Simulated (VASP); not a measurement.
# Fe (Fm-3m) in VASP: single point with LDA

Aim: the single point of Fe with LDA.

All numbers are computed with VASP 6.6.1; they aren't measurements. Logs are shortened: lines on timing, memory, paths and dates and some standing lists are left out, and cuts for length are marked.

**1. The cell of the first run**

It takes space group Fm-3m (No. 225, cubic). The conventional cell has a = 3.561 Å, b = 3.561 Å, c = 3.561 Å, α = 90.00°, β = 90.00°, γ = 90.00°. Within 3.3 Å of Fe (site symmetry m-3m) lie 12 Fe at 2.52 Å.

**2. Single point, LDA, non-collinear spin, typed start**

INCAR

```
SYSTEM = Fe
PREC = Accurate ; ENCUT = 520
EDIFF = 1E-6 ; ISMEAR = 0
SIGMA = 0.05 ; LREAL = .False.
LASPH = .True. ; NELM = 150
ALGO = Normal ; ISIF = 2
LWAVE = .False. ; LCHARG = .False.
LNONCOLLINEAR = .True. ; MAGMOM = -0.195 -1.285 -0.018 -0.586 -1.592 -2.352
LORBIT = 11 ; LMAXMIX = 4
NBANDS = 28
```

KPOINTS

```
regular mesh
0
Gamma
  4 4 3
  0 0 0
```

POSCAR

```
Fe
1.0
    2.5179000000      0.0000000000      0.0000000000
    0.0000000000      2.5179000000      0.0000000000
    0.0000000000      0.0000000000      3.5609000000
Fe
2
Direct
    0.0000000000      0.0000000000      0.0000000000
    0.5000000000      0.5000000000      0.5000000000
```

Potentials or basis: VASP PAW LDA potentials, release 64 (Fe).

Started as:

```console
$ cat potpaw_LDA.64/Fe/POTCAR > POTCAR
$ mpirun -np 1 vasp_ncl > vasp.out
```

OUTCAR:

```text
SYSTEM = Fe
   PREC = Accurate
   ENCUT = 520
   EDIFF = 1E-6
   ISMEAR = 0
   LREAL = .False.
   LASPH = .True.
   NELM = 150
   ISIF = 2
   LNONCOLLINEAR = .True.
   LORBIT = 11

 ion  position               nearest neighbor table
   1  0.000  0.000  0.000-   2 2.52   2 2.52   2 2.52   2 2.52   2 2.52   2 2.52   2 2.52   2 2.52

   2  0.500  0.500  0.500-   1 2.52   1 2.52   1 2.52   1 2.52   1 2.52   1 2.52   1 2.52   1 2.52

  LATTYP: Found a simple tetragonal cell.
 ALAT       =     2.5179000000
 C/A-ratio  =     1.4142340840

  Lattice vectors:

 A1 = (   2.5179000000,   0.0000000000,   0.0000000000)
 A2 = (   0.0000000000,   2.5179000000,   0.0000000000)
 A3 = (   0.0000000000,   0.0000000000,   3.5609000000)

Analysis of symmetry for initial positions (statically):
=====================================================================
 Subroutine PRICEL returns following result:

  LATTYP: Found a body centered tetragonal cell.
 ALAT       =     2.5179000000
 C/A-ratio  =     1.4142340840

  Lattice vectors:

 A1 = (   1.2589500000,   1.2589500000,   1.7804500000)
 A2 = (  -1.2589500000,  -1.2589500000,   1.7804500000)
 A3 = (   1.2589500000,  -1.2589500000,  -1.7804500000)

   2 primitive cells build up your supercell.

 Routine SETGRP: Setting up the symmetry group for a
 simple tetragonal supercell.

 Subroutine GETGRP returns: Found 16 space group operations
 (whereof 16 operations were pure point group operations)
 out of a pool of 16 trial point group operations.

The static configuration has the point symmetry D_4h.

Analysis of symmetry for dynamics (positions and initial velocities):
=====================================================================
 Subroutine PRICEL returns following result:

  LATTYP: Found a body centered tetragonal cell.
 ALAT       =     2.5179000000
 C/A-ratio  =     1.4142340840

  Lattice vectors:

 A1 = (   1.2589500000,   1.2589500000,   1.7804500000)
 A2 = (  -1.2589500000,  -1.2589500000,   1.7804500000)
 A3 = (   1.2589500000,  -1.2589500000,  -1.7804500000)

   2 primitive cells build up your supercell.

 Routine SETGRP: Setting up the symmetry group for a
 simple tetragonal supercell.

 Subroutine GETGRP returns: Found 16 space group operations
 (whereof 16 operations were pure point group operations)
 out of a pool of 16 trial point group operations.

The dynamic configuration has the point symmetry D_4h.

Analysis of structural, dynamic, and magnetic symmetry:
=====================================================================
 Subroutine PRICEL returns:
 Original cell was already a primitive cell.

 Routine SETGRP: Setting up the symmetry group for a
 simple tetragonal supercell.

 Subroutine GETGRP returns: Found  2 space group operations
 (whereof  2 operations were pure point group operations)
 out of a pool of 16 trial point group operations.

The overall configuration has the point symmetry S_2 .

 Subroutine INISYM returns: Found  2 space group operations
 (whereof  2 operations are pure point group operations),
 and found     1 'primitive' translations

----------------------------------------------------------------------------------------

                                     Primitive cell

  volume of cell :      22.5755

  direct lattice vectors                    reciprocal lattice vectors
     2.517900000  0.000000000  0.000000000     0.397156360  0.000000000  0.000000000
     0.000000000  2.517900000  0.000000000     0.000000000  0.397156360  0.000000000
     0.000000000  0.000000000  3.560900000     0.000000000  0.000000000  0.280827881

  length of vectors
     2.517900000  2.517900000  3.560900000     0.397156360  0.397156360  0.280827881

  position of ions in fractional coordinates (direct lattice)
     0.000000000  0.000000000  0.000000000
     0.500000000  0.500000000  0.500000000

  ion indices of the primitive-cell ions
   primitive index   ion index
                 1           1
                 2           2

----------------------------------------------------------------------------------------

 KPOINTS: regular mesh

Automatic generation of k-mesh.
 Grid dimensions read from file:
 generate k-points for:    4    4    3

 Generating k-lattice:

  Cartesian coordinates                     Fractional coordinates (reciprocal lattice)
     0.099289090  0.000000000  0.000000000     0.250000000  0.000000000  0.000000000
     0.000000000  0.099289090  0.000000000     0.000000000  0.250000000  0.000000000
     0.000000000  0.000000000  0.093609294     0.000000000  0.000000000  0.333333333

  Length of vectors
     0.099289090  0.099289090  0.093609294

  Shift w.r.t. Gamma in fractional coordinates (k-lattice)
     0.000000000  0.000000000  0.000000000

 Subroutine IBZKPT returns following result:
 ===========================================

 Found     26 irreducible k-points:

 Following reciprocal coordinates:
            Coordinates               Weight
  0.000000  0.000000  0.000000      1.000000
  0.250000  0.000000  0.000000      2.000000
  0.000000  0.250000  0.000000      2.000000
  0.500000  0.000000  0.000000      1.000000
  0.000000  0.500000  0.000000      1.000000
  0.250000  0.250000  0.000000      2.000000
[... 16 lines left out ...]
 -0.250000  0.500000  0.333333      2.000000
  0.500000 -0.250000  0.333333      2.000000
 [... further k-points ...]
   k-points           NKPTS =     26   k-points in BZ     NKDIM =     26   number of bands    NBANDS=     28
   number of dos      NEDOS =    301   number of ions     NIONS =      2
   total plane-waves  NPLWV =  11200
   dimension x,y,z NGX =    20 NGY =   20 NGZ =   28
   dimension x,y,z NGXF=    40 NGYF=   40 NGZF=   56
   ions per type =               2
   NGX,Y,Z   is equivalent  to a cutoff of  13.21, 13.21, 13.07 a.u.
   NGXF,Y,Z  is equivalent  to a cutoff of  26.41, 26.41, 26.14 a.u.
 SYSTEM =  Fe
   PREC   = accura    normal or accurate (medium, high low for compatibility)
   ISTART =      0    job   : 0-new  1-cont  2-samecut
   ICHARG =      2    charge: 1-file 2-atom 10-const
   ISPIN  =      1    spin polarized calculation?
   LNONCOLLINEAR =      T non collinear calculations
   LSORBIT =      F    spin-orbit coupling
   LASPH  =      T    aspherical Exc in radial PAW
   ENCUT  =  520.0 eV  38.22 Ry    6.18 a.u.   4.68  4.68  6.62*2*pi/ulx,y,z
   NELM   =    150;   NELMIN=  2; NELMDL= -5     # of ELM steps
   EDIFF  = 0.1E-05   stopping-criterion for ELM
   LREAL  =      F    real-space projection
   EDIFFG = 0.1E-04   stopping-criterion for IOM
   NSW    =      0    number of steps for IOM
   IBRION =     -1    ionic relax: 0-MD 1-quasi-New 2-CG
   NFREE  =      0    steps in history (QN), initial steepest desc. (CG)
   ISIF   =      2    stress and relaxation
   ISYM   =      2    0-nonsym 1-usesym 2-fastsym
   POTIM  = 0.5000    time-step for ionic-motion
   TEBEG  =    0.0;   TEEND  =   0.0 temperature during run
   PSTRESS=    0.0 pullay stress
   NELECT =      16.0000    total number of electrons
   NUPDOWN=      -1.0000    fix difference up-down
   EMIN   =  10.00;   EMAX   =-10.00  energy-range for DOS
   EFERMI =   0.00;   METHOD = LEGACY
   ISMEAR =     0;   SIGMA  =   0.05  broadening in eV -4-tet -1-fermi 0-gaus
   EFERMI_NEDOS =   21; number of points for ismear=-14 and -15
   IALGO  =     38    algorithm
   IMIX   =      4    mixing-type and parameters
     AMIX     =   0.40;   BMIX     =  1.00
     AMIX_MAG =   1.60;   BMIX_MAG =  1.00
  volume/ion in A,a.u.               =      11.29        76.17
  Fermi-wavevector in a.u.,A,eV,Ry     =   1.459607  2.758257 28.986564  2.130452
  Thomas-Fermi vector in A             =   2.576154
   LORBIT       =     11    0 simple, 1 ext, 2 COOP (PROOUT), +10 PAW based schemes
   GGA     = CA    functional components
   LHFCALC =     F    Hartree Fock is set to
   AEXX    =    0.0000 exact exchange contribution
   IVDW    =     0    specifies the selected vdW correction
   LEPSILON=     F    determine dielectric tensor
   LRPA    =     F    only Hartree local field effects (RPA)
 Gauss-broadening in eV      SIGMA  =   0.05
  energy-cutoff  :      520.00
  volume of cell :       22.58
 maximum number of plane-waves:      1236
 NGX is ok and might be reduce to    20
   NGX =  9   NGY =  9   NGZ = 13

 number of electron      15.9999994 magnetization      -0.1264679     -0.5414856     -0.3075750

 number of electron      15.9999994 magnetization      -0.0009548      0.0003835     -0.0068643

 number of electron      15.9999994 magnetization       0.0004302      0.0013338      0.0015590

 number of electron      15.9999994 magnetization       0.0000575     -0.0000221      0.0004109

 Free energy of the ion-electron system (eV)
  ---------------------------------------------------
  ext. energy  EPLUGINS =         0.00000000
  ---------------------------------------------------
  free energy    TOTEN  =       -18.27912962 eV

  energy without entropy =      -18.27656363  energy(sigma->0) =      -18.27784662

 E-fermi :   5.6107     XC(G=0): -13.4860

 val. band max:        5.5094185359   @ k =   0.0000   0.0000   0.0000
 cond. band min:       5.6115769209   @ k =  -0.2500   0.2500   0.0000
 fundamental gap:      0.1021583851
 Fermi energy:         5.6107095271

 k-point     1 :       0.0000    0.0000    0.0000
  band No.  band energies     occupation
      1      -2.6452      1.00000
      2      -2.6451      1.00000
      3       1.2414      1.00000
      4       1.2416      1.00000
      5       1.9457      1.00000
      6       1.9458      1.00000
[... 20 lines left out ...]
     27      20.7532      0.00000
     28      20.7532      0.00000

 k-point     2 :       0.2500    0.0000    0.0000
  band No.  band energies     occupation
      1      -1.0926      1.00000
      2      -1.0925      1.00000
      3       2.0597      1.00000
      4       2.0598      1.00000
      5       2.5118      1.00000
      6       2.5120      1.00000
[... 20 lines left out ...]
     27      16.9081      0.00000
     28      16.9082      0.00000

 k-point     3 :       0.0000    0.2500    0.0000
  band No.  band energies     occupation
      1      -1.0926      1.00000
      2      -1.0925      1.00000
      3       2.0597      1.00000
      4       2.0598      1.00000
      5       2.5118      1.00000
      6       2.5120      1.00000
[... 20 lines left out ...]
     27      16.9081      0.00000
     28      16.9082      0.00000

 k-point     4 :       0.5000    0.0000    0.0000
  band No.  band energies     occupation
      1       1.9406      1.00000
      2       1.9407      1.00000
      3       2.1501      1.00000
      4       2.1501      1.00000
      5       2.9546      1.00000
      6       2.9547      1.00000
[... 578 lines left out ...]
     27      14.2215      0.00000
     28      14.2216      0.00000

 k-point    23 :      -0.2500    0.5000    0.3333
  band No.  band energies     occupation
      1       1.9658      1.00000
      2       1.9660      1.00000
      3       2.2874      1.00000
      4       2.2875      1.00000
      5       2.6890      1.00000
      6       2.6893      1.00000
[... 20 lines left out ...]
     27      14.2215      0.00000
     28      14.2216      0.00000

 k-point    24 :       0.5000   -0.2500    0.3333
  band No.  band energies     occupation
      1       1.9658      1.00000
      2       1.9660      1.00000
      3       2.2874      1.00000
      4       2.2875      1.00000
      5       2.6890      1.00000
      6       2.6893      1.00000
[... 20 lines left out ...]
     27      14.2215      0.00000
     28      14.2216      0.00000

 [... further k-points ...]

------------------------ aborting loop because EDIFF is reached ----------------------------------------

  FORCE on cell =-STRESS in cart. coord.  units (eV):
  Direction    XX          YY          ZZ          XY          YZ          ZX
  --------------------------------------------------------------------------------------
  -------------------------------------------------------------------------------------
  Total       -5.3616684     -5.3616641     -4.1026718      0.0000008      0.0000004     -0.0000031
  in kB     -380.5167678   -380.5164660   -291.1659798      0.0000587      0.0000313     -0.0002230
  external PRESSURE =    -350.7330712 kB  Pullay stress =       0.0000000 kB

 VOLUME and BASIS-vectors are now :
 -----------------------------------------------------------------------------
  energy-cutoff  :      520.00
  volume of cell :       22.58
      direct lattice vectors                 reciprocal lattice vectors
     2.517900000  0.000000000  0.000000000     0.397156360  0.000000000  0.000000000
     0.000000000  2.517900000  0.000000000     0.000000000  0.397156360  0.000000000
     0.000000000  0.000000000  3.560900000     0.000000000  0.000000000  0.280827881

 POSITION                                       TOTAL-FORCE (eV/Angst)
 -----------------------------------------------------------------------------------
      0.00000      0.00000      0.00000         0.000000      0.000000      0.000000
      1.25895      1.25895      1.78045         0.000000      0.000000      0.000000
 -----------------------------------------------------------------------------------
    total drift:                               -0.000000      0.000000      0.000000

  FREE ENERGIE OF THE ION-ELECTRON SYSTEM (eV)
  ---------------------------------------------------
  free  energy   TOTEN  =       -18.2791296184 eV

  energy  without entropy=      -18.2765636313  energy(sigma->0) =      -18.27784662

 total charge

# of ion       s       p       d       tot
------------------------------------------
    1        0.494   0.540   6.246   7.280
    2        0.494   0.540   6.246   7.280
--------------------------------------------------
tot          0.989   1.080  12.491  14.560

 magnetization (x)

# of ion       s       p       d       tot
------------------------------------------
    1        0.001   0.001   0.073   0.075
    2       -0.001  -0.001  -0.073  -0.075
--------------------------------------------------
tot         -0.000  -0.000   0.000   0.000

 magnetization (y)

# of ion       s       p       d       tot
------------------------------------------
    1       -0.003  -0.005  -0.334  -0.342
    2        0.003   0.005   0.334   0.342
--------------------------------------------------
tot         -0.000  -0.000   0.000   0.000

 magnetization (z)

# of ion       s       p       d       tot
------------------------------------------
    1        0.008   0.012   0.834   0.854
    2       -0.008  -0.012  -0.834  -0.854
--------------------------------------------------
tot          0.000  -0.000   0.000   0.000
```

It took 28 s on 1 thread of Intel Xeon 6975P-C (Granite Rapids), shared host; peak memory 0.17 GiB.

What came out:

```yaml
Free_energy: -18.2791 eV
Pressure: -35.1 GPa
Band_gap_on_the_k_mesh: zero (band 16 reaches 6.69 eV, above the bottom of band 17 at 5.46 eV)
Net_moment: 0.00 μB per cell
Valence_electrons_inside_the_program's_atomic_spheres: Fe 7.28
```

Stress tensor (GPa, compression positive):
```
-38.05   0.00   0.00
  0.00 -38.05   0.00
  0.00   0.00 -29.12
```

Moments on the atoms (μB; x, y, z):
```
Fe   0.07 -0.34  0.85
Fe  -0.07  0.34 -0.85
```

Caveat: the k points lie up to 0.62 Å⁻¹ apart; the starting moments collapsed, and a magnetic state may lie lower.
